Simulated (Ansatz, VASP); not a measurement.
## One calculation of V, two programs

```
V
1.0
     2.12597    0.00000    0.00000
    -1.06299    1.84115    0.00000
     0.00000    0.00000    3.89697
V
2
Direct
  0.33333 0.66667 0.25000
  0.66667 0.33333 0.75000
```

Change from the starting cell: volume scaled by 0.55, PAW files.

Alike in both runs: task single point; functional PBE; k mesh 18 × 18 × 10; occupations fermi-dirac, width 0.1 eV; no spin polarisation.

|  | VASP | Ansatz |
| --- | --- | --- |
| version | VASP 6.6.1 | Ansatz 0.2.0 |
| potentials or method | VASP PAW PBE potentials, release 64 (V_sv) | PAW with Ansatz's default frozen-core files, scalar-relativistic |
| plane-wave cutoff (eV) | 520 | 420 |
| valence electrons in the cell | 26 | 26 |

Ansatz gave:

| Item | Value |
| --- | --- |
| pressure (GPa) | 295.0 |
| traceless stress, the component that is largest in VASP (GPa) | -0.36 |

Question: Estimate VASP's values.

Answer: Pressure (GPa): 303.9; traceless stress, the component that is largest in VASP (GPa): -3.54.

Both programs put the cell under a high pressure, so it lies far from rest at this level. With one functional, cell and mesh, what is left measures potentials, basis and numerics.

Noted on VASP's run: the cell as given lies far from equilibrium.
